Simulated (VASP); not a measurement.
# MoS in VASP: further runs, part 2 of 2

VASP 6.6.1. Earlier steps stand in the parts before.

## 3. Single point, PBEsol

This run uses another cell than the first one, of 30.55 Å³/atom, 0.671 times its volume.

File INCAR:

```
SYSTEM = MoS
PREC = Accurate ; ENCUT = 520
EDIFF = 1E-7 ; ISMEAR = 0
SIGMA = 0.05 ; LREAL = .False.
LASPH = .True. ; NELM = 80
ALGO = Normal ; ISIF = 2
LWAVE = .False. ; LCHARG = .False.
GGA = PS ; NBANDS = 28
```

File KPOINTS:

```
Automatic mesh
0
Gamma
  9 9 1
  0 0 0
```

File POSCAR:

```
MoS
1.0
    3.1431208273      0.0000000000      0.0000000000
   -1.5715604137      2.7220224836      0.0000000000
    0.0000000000      0.0000000000     14.2832906737
Mo S
2 2
Direct
    0.6666666667      0.3333333333      0.2800475109
    0.3333333333      0.6666666667      0.7199524891
    0.3333333333      0.6666666667      0.3891181193
    0.0000000000      0.0000000000      0.6108445045
```

Potentials or basis: VASP PAW PBE potentials, release 64 (Mo_sv, S).

The run is started by

```sh
> cat potpaw_PBE.64/Mo_sv/POTCAR potpaw_PBE.64/S/POTCAR > POTCAR
> mpirun -np 1 vasp_std > vasp.out
```

OUTCAR:

```text
SYSTEM = MoS
   PREC = Accurate
   ENCUT = 520
   EDIFF = 1E-7
   ISMEAR = 0
   LREAL = .False.
   LASPH = .True.
   NELM = 80
   ISIF = 2
   GGA = PS

 ion  position               nearest neighbor table
   1  0.667  0.333  0.280-   3 2.39   3 2.39   3 2.39
   2  0.333  0.667  0.720-   4 2.39   4 2.39   4 2.39
   3  0.333  0.667  0.389-   1 2.39   1 2.39   1 2.39
   4  0.000  0.000  0.611-   2 2.39   2 2.39   2 2.39

  LATTYP: Found a hexagonal cell.
 ALAT       =     3.1431208273
 C/A-ratio  =     4.5443021311

  Lattice vectors:

 A1 = (   3.1431208273,   0.0000000000,   0.0000000000)
 A2 = (  -1.5715604137,   2.7220224836,   0.0000000000)
 A3 = (   0.0000000000,   0.0000000000,  14.2832906737)

Analysis of symmetry for initial positions (statically):
=====================================================================
 Subroutine PRICEL returns:
 Original cell was already a primitive cell.

 Routine SETGRP: Setting up the symmetry group for a
 hexagonal supercell.

 Subroutine GETGRP returns: Found  6 space group operations
 (whereof  6 operations were pure point group operations)
 out of a pool of 24 trial point group operations.

The static configuration has the point symmetry C_3v.

Analysis of symmetry for dynamics (positions and initial velocities):
=====================================================================
 Subroutine PRICEL returns:
 Original cell was already a primitive cell.

 Routine SETGRP: Setting up the symmetry group for a
 hexagonal supercell.

 Subroutine GETGRP returns: Found  6 space group operations
 (whereof  6 operations were pure point group operations)
 out of a pool of 24 trial point group operations.

The dynamic configuration has the point symmetry C_3v.

 Subroutine INISYM returns: Found  6 space group operations
 (whereof  6 operations are pure point group operations),
 and found     1 'primitive' translations

[... 105 lines left out ...]
     AMIX_MAG =   1.60;   BMIX_MAG =  1.00
  volume/ion in A,a.u.               =      30.55       206.17
  Fermi-wavevector in a.u.,A,eV,Ry     =   1.128239  2.132063 17.319175  1.272923
  Thomas-Fermi vector in A             =   2.264928
   LORBIT       =      0    0 simple, 1 ext, 2 COOP (PROOUT), +10 PAW based schemes
   GGA     = PS    functional components
   LHFCALC =     F    Hartree Fock is set to
   AEXX    =    0.0000 exact exchange contribution
   IVDW    =     0    specifies the selected vdW correction
   LEPSILON=     F    determine dielectric tensor
   LRPA    =     F    only Hartree local field effects (RPA)
 non-spin polarized calculation
 Gauss-broadening in eV      SIGMA  =   0.05
  energy-cutoff  :      520.00
  volume of cell :      122.20
 maximum number of plane-waves:      3314
 NGX is ok and might be reduce to    24
   NGX = 11   NGY = 11   NGZ = 53

 number of electron      39.9999998 magnetization

 Free energy of the ion-electron system (eV)
  ---------------------------------------------------
  ext. energy  EPLUGINS =         0.00000000
  ---------------------------------------------------
  free energy    TOTEN  =       -31.13855229 eV

  energy without entropy =      -31.13420441  energy(sigma->0) =      -31.13637835

 E-fermi :   3.0391     XC(G=0):  -7.9401

 val. band max:        3.0347651302   @ k =   0.4444  -0.0000   0.0000
 cond. band min:       3.1207507484   @ k =   0.1111   0.1111   0.0000
 fundamental gap:      0.0859856182
 Fermi energy:         3.0390797831

 k-point     1 :       0.0000    0.0000    0.0000
  band No.  band energies     occupation
      1     -58.0007      2.00000
      2     -57.9919      2.00000
      3     -32.1875      2.00000
      4     -32.1754      2.00000
      5     -31.8739      2.00000
      6     -31.8739      2.00000
[... 361 lines left out ...]
     27       8.7712      0.00000
     28       8.9947      0.00000

------------------------ aborting loop because EDIFF is reached ----------------------------------------

  FORCE on cell =-STRESS in cart. coord.  units (eV):
  Direction    XX          YY          ZZ          XY          YZ          ZX
  --------------------------------------------------------------------------------------
  -------------------------------------------------------------------------------------
  Total       -9.1752901     -9.1752901     -3.8803241      0.0000000      0.0000000      0.0000000
  in kB     -120.2954854   -120.2954854    -50.8741918      0.0000000      0.0000000      0.0000000
  external PRESSURE =     -97.1550542 kB  Pullay stress =       0.0000000 kB

 VOLUME and BASIS-vectors are now :
 -----------------------------------------------------------------------------
  energy-cutoff  :      520.00
  volume of cell :      122.20
      direct lattice vectors                 reciprocal lattice vectors
     3.143120827  0.000000000  0.000000000     0.318155125  0.183686947  0.000000000
    -1.571560414  2.722022484  0.000000000     0.000000000  0.367373894  0.000000000
     0.000000000  0.000000000 14.283290674     0.000000000  0.000000000  0.070011878

 POSITION                                       TOTAL-FORCE (eV/Angst)
 -----------------------------------------------------------------------------------
      1.57156      0.90734      4.00000         0.000000     -0.000000      1.190471
     -0.00000      1.81468     10.28329        -0.000000      0.000000     -1.204404
     -0.00000      1.81468      5.55789        -0.000000     -0.000000     -1.158285
      0.00000      0.00000      8.72487        -0.000000     -0.000000      1.172219
 -----------------------------------------------------------------------------------
    total drift:                                0.000000      0.000000     -0.000047

  FREE ENERGIE OF THE ION-ELECTRON SYSTEM (eV)
  ---------------------------------------------------
  free  energy   TOTEN  =       -31.1385522931 eV

  energy  without entropy=      -31.1342044116  energy(sigma->0) =      -31.13637835
```

OSZICAR:

```text
N       E                     dE             d eps       ncg     rms          rms(c)
DAV:   1     0.340543184024E+03    0.34054E+03   -0.22914E+04   784   0.128E+03
DAV:   2    -0.169177472213E+02   -0.35746E+03   -0.34818E+03   832   0.348E+02
DAV:   3    -0.332952910008E+02   -0.16378E+02   -0.15798E+02   836   0.658E+01
[... 13 lines left out ...]
DAV:  17    -0.311385452799E+02   -0.72497E-04   -0.73963E-05   688   0.281E-02    0.512E-03
DAV:  18    -0.311385497078E+02   -0.44279E-05   -0.77300E-06   712   0.987E-03    0.380E-03
DAV:  19    -0.311385518699E+02   -0.21622E-05   -0.23522E-06   584   0.628E-03    0.910E-04
DAV:  20    -0.311385522314E+02   -0.36149E-06   -0.23921E-07   560   0.229E-03    0.612E-04
DAV:  21    -0.311385522931E+02   -0.61715E-07   -0.77282E-08   460   0.109E-03
   1 F= -.31138552E+02 E0= -.31136378E+02  d E =-.434788E-02
```

Run time: 38 s. Hardware: 1 thread of Intel Xeon Platinum 8488C (Sapphire Rapids), shared host; peak memory 0.24 GiB.

What came out:

```
Free energy            : -31.1386 eV
Largest force          : 1.204 eV/Å
Band gap on the k mesh : zero (band 20 reaches 3.15 eV, above the bottom of band 21 at 3.03 eV)
```

Forces on the atoms (eV/Å):
```
Mo   0.000  0.000  1.190
Mo   0.000  0.000 -1.204
S    0.000  0.000 -1.158
S    0.000  0.000  1.172
```

Caveat: the PAW data sets were made with another functional, which shifts forces and pressure a little.

## 4. Single point, PBEsol

This run uses another cell than the first one, of 34.83 Å³/atom, 0.765 times its volume.

File INCAR:

```
PREC = Accurate
ENCUT = 520
EDIFF = 1E-6
ISMEAR = 0
SIGMA = 0.05
LREAL = False
LASPH = True
NELM = 60
ALGO = Normal
ISIF = 2
LWAVE = False
LCHARG = False
LDIPOL = True
IDIPOL = 3
DIPOL = 0.5 0.5 0.500
GGA = PS
NBANDS = 28
```

File KPOINTS:

```
regular mesh
0
Gamma
  9 9 1
```

File POSCAR:

```
MoS
1.0
    3.1431208273      0.0000000000      0.0000000000
   -1.5715604137      2.7220224836      0.0000000000
    0.0000000000      0.0000000000     16.2832906737
Mo S
2 2
Direct
    0.6666666667      0.3333333333      0.3070632405
    0.3333333333      0.6666666667      0.6929367595
    0.3333333333      0.6666666667      0.4027372191
    0.0000000000      0.0000000000      0.5972299954
```

The run is started by

```sh
> cat potpaw_PBE.64/Mo_sv/POTCAR potpaw_PBE.64/S/POTCAR > POTCAR
> mpirun -np 1 vasp_std > vasp.out
```

Run time: 46 s. Hardware: 1 thread of Intel Xeon Platinum 8488C (Sapphire Rapids), shared host; peak memory 0.26 GiB.

Results (log left out):

- Free energy: -31.1379 eV
- Largest force: 1.211 eV/Å
- Band gap on the k mesh: zero (band 20 reaches 2.24 eV, above the bottom of band 21 at 2.13 eV)

Forces in eV/Å, atoms in the order of the input:
```
Mo   0.000  0.000  1.197
Mo   0.000  0.000 -1.211
S    0.000  0.000 -1.162
S    0.000  0.000  1.177
```

Levels at points of the mesh, in eV from the Fermi level:
| k point | band 18 | band 19 | band 20 | band 21 | band 22 | band 23 |
| --- | --- | --- | --- | --- | --- | --- |
| (0.00, 0.00, 0.00) | -0.59 | -0.55 | 0.11 | 0.11 | 0.12 | 0.12 |

Caveat: the PAW data sets were made with another functional, which shifts forces and pressure a little.

## 5. Single point, PBEsol

File INCAR:

```
PREC     = Accurate       # precision mode
ENCUT    = 520            # plane-wave cutoff, eV
EDIFF    = 1E-6           # SCF threshold, eV
ISMEAR   = 0              # smearing method
SIGMA    = 0.05           # smearing width, eV
LREAL    = F              # projectors in reciprocal space
LASPH    = T              # aspherical terms in the spheres
NELM     = 80             # most SCF steps
ALGO     = Normal         # electronic algorithm
ISIF     = 2              # what is computed and relaxed
LWAVE    = F              # write WAVECAR
LCHARG   = F              # write CHGCAR
LDIPOL   = T            
IDIPOL   = 3            
DIPOL    = 0.5 0.5 0.500
GGA      = PS             # functional
NBANDS   = 28             # bands
```

KPOINTS is that of step 4.

File POSCAR:

```
MoS
1.0
    3.1431208273      0.0000000000      0.0000000000
   -1.5715604137      2.7220224836      0.0000000000
    0.0000000000      0.0000000000     21.2832906737
Mo S
2 2
Direct
    0.6666666667      0.3333333333      0.3523891167
    0.3333333333      0.6666666667      0.6476108833
    0.3333333333      0.6666666667      0.4255867827
    0.0000000000      0.0000000000      0.5743881339
```

The run is started by

```sh
> cat potpaw_PBE.64/Mo_sv/POTCAR potpaw_PBE.64/S/POTCAR > POTCAR
> mpirun -np 1 vasp_std > vasp.out
```

It took 1.7 min on 1 thread of Intel Xeon Platinum 8488C (Sapphire Rapids), shared host; peak memory 0.3 GiB.

It converged, with:

```
Free energy            : -31.1381 eV
Largest force          : 1.212 eV/Å
Band gap on the k mesh : zero (band 20 reaches 0.72 eV, above the bottom of band 21 at 0.61 eV)
```

Forces in eV/Å, atoms in the order of the input:
```
Mo   0.000  0.000  1.198
Mo   0.000  0.000 -1.212
S    0.000  0.000 -1.163
S    0.000  0.000  1.178
```

Levels at points of the mesh, in eV from the Fermi level:
```
           k point  band 18  band 19  band 20  band 21  band 22  band 23
(0.00, 0.00, 0.00)    -0.60    -0.54     0.11     0.11     0.12     0.12
```

Caveat: the PAW data sets were made with another functional, which shifts forces and pressure a little.

## 6. The runs side by side

```tsv
cell	k mesh	dipole correction	gap on the mesh (eV)	largest force (eV/Å)
a = 3.143, b = 3.143, c = 21.283 Å, angles 90.0, 90.0, 120.0°, 4 atoms	4 × 4 × 1	yes	none	1.39
a = 3.143, b = 3.143, c = 14.283 Å, angles 90.0, 90.0, 120.0°, 4 atoms	9 × 9 × 1	no	none	1.20
a = 3.143, b = 3.143, c = 16.283 Å, angles 90.0, 90.0, 120.0°, 4 atoms	9 × 9 × 1	yes	none	1.21
a = 3.143, b = 3.143, c = 21.283 Å, angles 90.0, 90.0, 120.0°, 4 atoms	9 × 9 × 1	yes	none	1.21
```

Alike in all rows: task single point; level PBEsol; potentials or basis VASP PAW PBE potentials, release 64 (Mo_sv, S); no spin polarisation; cutoff (eV) 520; smearing gaussian 0.05 eV.

Caveats: some runs use coarse meshes; the PAW data sets were made with another functional, which shifts forces and pressure a little.

Absolute energies hang on the potentials; compare differences alone.
